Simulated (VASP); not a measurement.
A run of VASP 6.6.1 is set up as follows.

POSCAR

```
MgO
1.0
    2.6233491265      0.0000000000      0.0000000000
    0.0000000000      2.6233491265      0.0000000000
    0.0000000000      0.0000000000      2.6233491265
Mg O
1 1
Direct
    0.0000000000      0.0000000000      0.0000000000
    0.5000000000      0.5000000000      0.5000000000
```

File INCAR.step1:

```
SYSTEM = MgO
  PREC = Accurate
  ENCUT = 500
  EDIFF = 1E-8
  ISMEAR = 0
  SIGMA = 0.01
  LREAL = .FALSE.
  LASPH = .TRUE.
  NELM = 100
  ALGO = Normal
  LWAVE = .TRUE.
  LCHARG = .FALSE.
  GGA = PE
```

File INCAR.step2:

```
SYSTEM = MgO
  PREC = Accurate
  ENCUT = 500
  EDIFF = 1E-8
  ISMEAR = 0
  SIGMA = 0.01
  LREAL = .FALSE.
  LASPH = .TRUE.
  NELM = 1
  ALGO = Exact
  LWAVE = .TRUE.
  LCHARG = .FALSE.
  GGA = PE
  NBANDS = 44
  LOPTICS = .TRUE.
  ISTART = 1
```

File INCAR.step3:

```
SYSTEM = MgO
  PREC = Accurate
  ENCUT = 500
  EDIFF = 1E-8
  ISMEAR = 0
  SIGMA = 0.01
  LREAL = .FALSE.
  LASPH = .TRUE.
  ALGO = EVGW0
  LWAVE = .FALSE.
  LCHARG = .FALSE.
  GGA = PE
  NELMGW = 1
  NBANDS = 44
  ENCUTGW = 100.0
  NOMEGA = 48
  PRECFOCK = Fast
  ISTART = 1
  NBANDSGW = 12
```

Contents of KPOINTS:

```
regular mesh
0
G
  6 6 6
  0 0 0
```

Potentials or basis: VASP PAW PBE potentials, release 64 (Mg_GW, O_GW).

Command:

```bash
$ cat potpaw_PBE.64/Mg_GW/POTCAR potpaw_PBE.64/O_GW/POTCAR > POTCAR
$ cp INCAR.step1 INCAR
$ mpirun -np 1 vasp_std > vasp.out
$ cp INCAR.step2 INCAR
$ mpirun -np 1 vasp_std > vasp.out
$ cp INCAR.step3 INCAR
$ mpirun -np 1 vasp_std > vasp.out
```

Task: Estimate the quasiparticle gap.

Result: 4.42 eV.

Task: Predict the least direct quasiparticle gap.

Result: 5.58 eV.

Task: Predict the band gap on the k mesh, mean-field level.

Result: 2.62 eV, indirect (least direct gap 3.64 eV).

Caveat: bands, screening cutoff and mesh are small and nothing is extrapolated, so the quasiparticle values aren't converged. A k mesh can miss the band edges.
